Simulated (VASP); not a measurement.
# SiNi2 (Pnma) in VASP: further runs

SiNi2 is run at these levels: PBE+U; tasks: single point.

All numbers are computed with VASP 6.6.1; they aren't measurements. Logs are shortened: lines on timing, memory, paths and dates and some standing lists are left out, and cuts for length are marked.

### 1 The cell of the first run

The structure is orthorhombic, space group Pnma (No. 62). The conventional cell has a = 4.990 Å, b = 3.720 Å, c = 7.030 Å, α = 90.00°, β = 90.00°, γ = 90.00°. Ni (site symmetry m) has 5 Si at 2.28 to 2.71 Å and 8 Ni at 2.53 to 2.71 Å within 3.0 Å. Within 3.1 Å of Ni (site symmetry m) lie 5 Si at 2.34 to 2.57 Å and 8 Ni at 2.53 to 2.71 Å. Within 3.0 Å of Si (site symmetry m) lie 10 Ni at 2.28 to 2.71 Å.

### 2 Single point, PBE+U, collinear spin, ferrimagnetic start

Contents of INCAR:

```
  ALGO = Fast
  EDIFF = 1E-6
  ENCUT = 520
  GGA = PE
  ISIF = 2
  ISMEAR = -1
  ISPIN = 2
  LASPH = True
  LCHARG = True
  LDAU = True
  LDAUJ = 0 0
  LDAUL = 2 -1
  LDAUPRINT = 1
  LDAUTYPE = 2
  LDAUU = 5 0
  LELF = True
  LMAXMIX = 4
  LORBIT = 11
  LREAL = False
  LVHAR = True
  LWAVE = False
  MAGMOM = 1 -0.5 1 -0.5 1 -0.5 1 -0.5 0 0 0 0
  NBANDS = 64
  NELM = 150
  PREC = Accurate
  SIGMA = 0.05
```

Contents of KPOINTS:

```
k-points
0
Gamma
  4 6 3
```

Contents of POSCAR:

```
SiNi2
1.0
    4.9900000000      0.0000000000      0.0000000000
    0.0000000000      3.7200000000      0.0000000000
    0.0000000000      0.0000000000      7.0300000000
Ni Si
8 4
Direct
    0.3250000000      0.7500000000      0.9370000000
    0.6750000000      0.2500000000      0.0630000000
    0.1750000000      0.2500000000      0.4370000000
    0.8250000000      0.7500000000      0.5630000000
    0.4580000000      0.7500000000      0.2970000000
    0.5420000000      0.2500000000      0.7030000000
    0.0420000000      0.2500000000      0.7970000000
    0.9580000000      0.7500000000      0.2030000000
    0.7860000000      0.7500000000      0.8860000000
    0.2140000000      0.2500000000      0.1140000000
    0.7140000000      0.2500000000      0.3860000000
    0.2860000000      0.7500000000      0.6140000000
```

Potentials or basis: VASP PAW PBE potentials, release 64 (Ni, Si).

Started as:

```sh
$ cat potpaw_PBE.64/Ni/POTCAR potpaw_PBE.64/Si/POTCAR > POTCAR
$ mpirun -np 1 vasp_std > vasp.out
```

OUTCAR:

```text
EDIFF = 1E-6
   ENCUT = 520
   GGA = PE
   ISIF = 2
   ISMEAR = -1
   ISPIN = 2
   LASPH = True
   LORBIT = 11
   LREAL = False
   NELM = 150
   PREC = Accurate

 ion  position               nearest neighbor table
   1  0.325  0.750  0.937-  12 2.28  10 2.31  10 2.31   9 2.33   7 2.53   7 2.53   5 2.62   8 2.62
                             2 2.70   2 2.70   6 2.71   6 2.71   9 2.71
   2  0.675  0.250  0.063-  11 2.28   9 2.31   9 2.31  10 2.33   8 2.53   8 2.53   6 2.62   7 2.62
                             1 2.70   1 2.70   5 2.71   5 2.71  10 2.71
   3  0.175  0.250  0.437-  10 2.28  12 2.31  12 2.31  11 2.33   5 2.53   5 2.53   7 2.62   6 2.62
                             4 2.70   4 2.70   8 2.71   8 2.71  11 2.71
   4  0.825  0.750  0.563-   9 2.28  11 2.31  11 2.31  12 2.33   6 2.53   6 2.53   8 2.62   5 2.62
                             3 2.70   3 2.70   7 2.71   7 2.71  12 2.71
   5  0.458  0.750  0.297-  11 2.34  11 2.34  12 2.39   3 2.53   3 2.53  10 2.57  10 2.57   8 2.58
                             8 2.58   1 2.62   4 2.62   2 2.71   2 2.71
   6  0.542  0.250  0.703-  12 2.34  12 2.34  11 2.39   4 2.53   4 2.53   9 2.57   9 2.57   7 2.58
                             7 2.58   2 2.62   3 2.62   1 2.71   1 2.71
   7  0.042  0.250  0.797-   9 2.34   9 2.34  10 2.39   1 2.53   1 2.53  12 2.57  12 2.57   6 2.58
                             6 2.58   3 2.62   2 2.62   4 2.71   4 2.71
   8  0.958  0.750  0.203-  10 2.34  10 2.34   9 2.39   2 2.53   2 2.53  11 2.57  11 2.57   5 2.58
                             5 2.58   4 2.62   1 2.62   3 2.71   3 2.71
   9  0.786  0.750  0.886-   4 2.28   2 2.31   2 2.31   1 2.33   7 2.34   7 2.34   8 2.39   6 2.57
                             6 2.57   1 2.71  12 3.14  12 3.14
  10  0.214  0.250  0.114-   3 2.28   1 2.31   1 2.31   2 2.33   8 2.34   8 2.34   7 2.39   5 2.57
                             5 2.57   2 2.71  11 3.14  11 3.14
  11  0.714  0.250  0.386-   2 2.28   4 2.31   4 2.31   3 2.33   5 2.34   5 2.34   6 2.39   8 2.57
                             8 2.57   3 2.71  10 3.14  10 3.14
  12  0.286  0.750  0.614-   1 2.28   3 2.31   3 2.31   4 2.33   6 2.34   6 2.34   5 2.39   7 2.57
                             7 2.57   4 2.71   9 3.14   9 3.14

  LATTYP: Found a simple orthorhombic cell.
 ALAT       =     3.7200000000
 B/A-ratio  =     1.3413978495
 C/A-ratio  =     1.8897849462

  Lattice vectors:

 A1 = (   0.0000000000,  -3.7200000000,   0.0000000000)
 A2 = (   4.9900000000,   0.0000000000,   0.0000000000)
 A3 = (   0.0000000000,   0.0000000000,   7.0300000000)

Analysis of symmetry for initial positions (statically):
=====================================================================
 Subroutine PRICEL returns:
 Original cell was already a primitive cell.

 Routine SETGRP: Setting up the symmetry group for a
 simple orthorhombic supercell.

 Subroutine GETGRP returns: Found  8 space group operations
[... 1993 lines left out ...]

 spin component 2

 k-point     1 :       0.0000    0.0000    0.0000
  band No.  band energies     occupation
      1      -1.5941      1.00000
      2       0.8769      1.00000
      3       0.9064      1.00000
      4       2.5447      1.00000
      5       4.2359      1.00000
      6       4.4448      1.00000
[... 1501 lines left out ...]
     59      16.2682      0.00000
     60      16.2682      0.00000
 [bands above 60 left out]

------------------------ aborting loop because EDIFF is reached ----------------------------------------

  FORCE on cell =-STRESS in cart. coord.  units (eV):
  Direction    XX          YY          ZZ          XY          YZ          ZX
  --------------------------------------------------------------------------------------
  -------------------------------------------------------------------------------------
  Total       -7.0598079     -7.2175023     -6.1930510      0.0000000      0.0000000      0.0000000
  in kB      -86.6771562    -88.6132575    -76.0355044      0.0000000      0.0000000      0.0000000
  external PRESSURE =     -83.7753060 kB  Pullay stress =       0.0000000 kB

 VOLUME and BASIS-vectors are now :
 -----------------------------------------------------------------------------
  energy-cutoff  :      520.00
  volume of cell :      130.50
      direct lattice vectors                 reciprocal lattice vectors
     4.990000000  0.000000000  0.000000000     0.200400802  0.000000000  0.000000000
     0.000000000  3.720000000  0.000000000     0.000000000  0.268817204  0.000000000
     0.000000000  0.000000000  7.030000000     0.000000000  0.000000000  0.142247511

 POSITION                                       TOTAL-FORCE (eV/Angst)
 -----------------------------------------------------------------------------------
      1.62175      2.79000      6.58711         0.203223     -0.000000      0.169488
      3.36825      0.93000      0.44289        -0.203232     -0.000000     -0.169483
      0.87325      0.93000      3.07211        -0.203223     -0.000000      0.169488
      4.11675      2.79000      3.95789         0.203232     -0.000000     -0.169483
      2.28542      2.79000      2.08791         0.086822     -0.000000     -0.039235
      2.70458      0.93000      4.94209        -0.086817     -0.000000      0.039224
      0.20958      0.93000      5.60291        -0.086822      0.000000     -0.039235
      4.78042      2.79000      1.42709         0.086817     -0.000000      0.039224
      3.92214      2.79000      6.22858        -0.059323      0.000000      0.102542
      1.06786      0.93000      0.80142         0.059312     -0.000000     -0.102536
      3.56286      0.93000      2.71358         0.059323     -0.000000      0.102542
      1.42714      2.79000      4.31642        -0.059312     -0.000000     -0.102536
 -----------------------------------------------------------------------------------
    total drift:                               -0.000000      0.000000     -0.000008

  FREE ENERGIE OF THE ION-ELECTRON SYSTEM (eV)
  ---------------------------------------------------
  free  energy   TOTEN  =       -48.5479185406 eV

  energy  without entropy=      -48.5184423461  energy(sigma->0) =      -48.53318044

 total charge

# of ion       s       p       d       tot
------------------------------------------
    1        0.457   0.546   8.747   9.750
    2        0.457   0.546   8.747   9.750
    3        0.457   0.546   8.747   9.750
    4        0.457   0.546   8.747   9.750
    5        0.421   0.505   8.722   9.648
    6        0.421   0.505   8.722   9.648
    7        0.421   0.505   8.722   9.648
    8        0.421   0.505   8.722   9.648
    9        0.734   0.858   0.000   1.592
   10        0.734   0.858   0.000   1.592
   11        0.734   0.858   0.000   1.592
   12        0.734   0.858   0.000   1.592
--------------------------------------------------
tot          6.445   7.637  69.877  83.959

 magnetization (x)

# of ion       s       p       d       tot
------------------------------------------
    1       -0.000   0.000   0.000   0.000
    2        0.000  -0.000  -0.000  -0.000
    3       -0.000   0.000   0.000   0.000
    4        0.000  -0.000  -0.000  -0.000
    5       -0.000  -0.000   0.000   0.000
    6        0.000   0.000  -0.000  -0.000
    7       -0.000  -0.000   0.000   0.000
    8        0.000   0.000  -0.000  -0.000
    9       -0.000  -0.000   0.000  -0.000
   10       -0.000  -0.000   0.000  -0.000
   11       -0.000  -0.000   0.000  -0.000
   12       -0.000  -0.000   0.000  -0.000
--------------------------------------------------
tot         -0.000  -0.000  -0.000  -0.000
```

OSZICAR:

```text
N       E                     dE             d eps       ncg     rms          rms(c)
DAV:   1     0.765591319626E+03    0.76559E+03   -0.41099E+04  6144   0.198E+03
DAV:   2     0.372860829421E+02   -0.72831E+03   -0.68840E+03  6144   0.412E+02
DAV:   3    -0.497317052964E+02   -0.87018E+02   -0.80789E+02  6360   0.171E+02
[... 12 lines left out ...]
RMM:  16    -0.485479075010E+02   -0.78328E-04   -0.73529E-04  8358   0.106E-01    0.379E-02
RMM:  17    -0.485479121775E+02   -0.46764E-05   -0.94390E-05  7530   0.492E-02    0.178E-02
RMM:  18    -0.485479167341E+02   -0.45566E-05   -0.44902E-05  7289   0.242E-02    0.769E-03
RMM:  19    -0.485479182136E+02   -0.14795E-05   -0.60050E-06  5180   0.115E-02    0.372E-03
RMM:  20    -0.485479185406E+02   -0.32699E-06   -0.18294E-06  4139   0.586E-03
   1 F= -.48547919E+02 E0= -.48533180E+02  d E =-.294762E-01  mag=    -0.0001
```

Run time: 9.8 min. Hardware: 1 thread of Oxide Virtual Turin-like, shared host; peak memory 0.41 GiB.

Results:

```yaml
Free_energy: -48.5479 eV
Pressure: -8.4 GPa
Largest_force: 0.265 eV/Å
Band_gap_on_the_k_mesh: zero (filled and empty bands overlap)
Net_moment: 0.00 μB per cell
Valence_electrons_inside_the_program's_atomic_spheres: Ni 9.75, 9.65 (each value once); Si 1.59
```

Forces on the atoms (eV/Å):
```
Ni   0.203  0.000  0.169
Ni  -0.203  0.000 -0.169
Ni  -0.203  0.000  0.169
Ni   0.203  0.000 -0.169
Ni   0.087  0.000 -0.039
Ni  -0.087  0.000  0.039
Ni  -0.087  0.000 -0.039
Ni   0.087  0.000  0.039
Si  -0.059  0.000  0.103
Si   0.059  0.000 -0.103
Si   0.059  0.000  0.103
Si  -0.059  0.000 -0.103
```

Eigenvalues of the final occupation matrices:
| site | spin | trace | eigenvalues |
| --- | --- | --- | --- |
| site 1 d | 1 | 4.39 | 0.86 0.87 0.88 0.88 0.90 |
| site 1 d | 2 | 4.39 | 0.86 0.87 0.88 0.88 0.90 |
| site 2 d | 1 | 4.39 | 0.86 0.87 0.88 0.88 0.90 |
| site 2 d | 2 | 4.39 | 0.86 0.87 0.88 0.88 0.90 |
| site 3 d | 1 | 4.39 | 0.86 0.87 0.88 0.88 0.90 |
| site 3 d | 2 | 4.39 | 0.86 0.87 0.88 0.88 0.90 |
| site 4 d | 1 | 4.39 | 0.86 0.87 0.88 0.88 0.90 |
| site 4 d | 2 | 4.39 | 0.86 0.87 0.88 0.88 0.90 |
| site 5 d | 1 | 4.38 | 0.84 0.87 0.88 0.88 0.91 |
| site 5 d | 2 | 4.38 | 0.84 0.87 0.88 0.88 0.91 |
| site 6 d | 1 | 4.38 | 0.84 0.87 0.88 0.88 0.91 |
| site 6 d | 2 | 4.38 | 0.84 0.87 0.88 0.88 0.91 |

Caveat: the cell stands under tension; the U is typed as a test and isn't derived for this compound. The state reached can hang on the start; a lower one may exist.

(Continued in part 2 of 2.)
